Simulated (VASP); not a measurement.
Wanted: the native input for a VASP 6.6.1 run.

```
Task                   : single point
Functional             : PBEsol
Potentials or basis    : VASP PAW PBE potentials, release 64 (Te, Nb_sv)
Cutoff                 : 520 eV
k mesh                 : 8 × 8 × 7
Occupations            : fermi-dirac, width 0.05 eV
Spin                   : no spin polarisation
Dipole correction      : no
Further INCAR settings : ALGO = Normal; EDIFF = 1e-06; NBANDS = 16
```

The structure of NbTe lies in POSCAR:

```
NbTe
1.0
    3.6529280573      0.0000000000      0.0000000000
   -1.8264640286      3.1635284958      0.0000000000
    0.0000000000      0.0000000000      3.6442831093
Te Nb
1 1
Direct
    0.6666666667      0.3333333333      0.0000000000
    0.0000000000      0.0000000000      0.5000000000
```

This cell differs from its parent crystal: volume scaled by 0.96.

The input as run:

INCAR

```
SYSTEM = NbTe
  PREC = Accurate
  ENCUT = 520
  EDIFF = 1E-6
  ISMEAR = -1
  SIGMA = 0.05
  LREAL = .False.
  LASPH = .True.
  NELM = 100
  ALGO = Normal
  ISIF = 2
  LWAVE = .False.
  LCHARG = .False.
  GGA = PS
  NBANDS = 16
```

KPOINTS

```
regular mesh
0
Gamma
  8 8 7
  0 0 0
```

Potentials or basis: VASP PAW PBE potentials, release 64 (Te, Nb_sv).

Command:

```console
$ cat potpaw_PBE.64/Te/POTCAR potpaw_PBE.64/Nb_sv/POTCAR > POTCAR
$ mpirun -np 1 vasp_std > vasp.out
```

Results of the run:

```yaml
Pressure: -0.3 GPa
```

Caveat: the PAW data sets were made with another functional, which shifts forces and pressure a little.

Wall time 23 s on 1 thread of Intel(R) Xeon(R) Platinum 8375C CPU @ 2.90GHz (Ice Lake) (shared host), peak memory 0.17 GiB.
